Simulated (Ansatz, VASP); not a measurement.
# Zn: VASP beside Ansatz

```
CELL_PARAMETERS angstrom
2.64691 0.00000 0.00000
-1.32346 2.29229 0.00000
0.00000 0.00000 4.91350
ATOMIC_POSITIONS crystal
Zn 0.33333 0.66667 0.25000
Zn 0.66667 0.33333 0.75000
```

Change from the starting cell: volume scaled by 0.98.

Alike in both runs: task single point; functional PBE; k mesh 16 × 16 × 8; occupations fermi-dirac, width 0.03 eV; no spin polarisation.

|  | VASP | Ansatz |
| --- | --- | --- |
| version | VASP 6.6.1 | Ansatz 0.2.0 |
| potentials or method | VASP PAW PBE potentials, release 64 (Zn), cutoff 520 eV | all-electron LAPW, scalar-relativistic |

```tsv
	VASP	Ansatz	Ansatz less VASP
pressure (GPa)	1.4	1.1	-0.35
traceless stress, the component that is largest in VASP (GPa)	-0.75	-0.63	+0.115
```

Ansatz ran all-electron here, and VASP with PAW potentials.
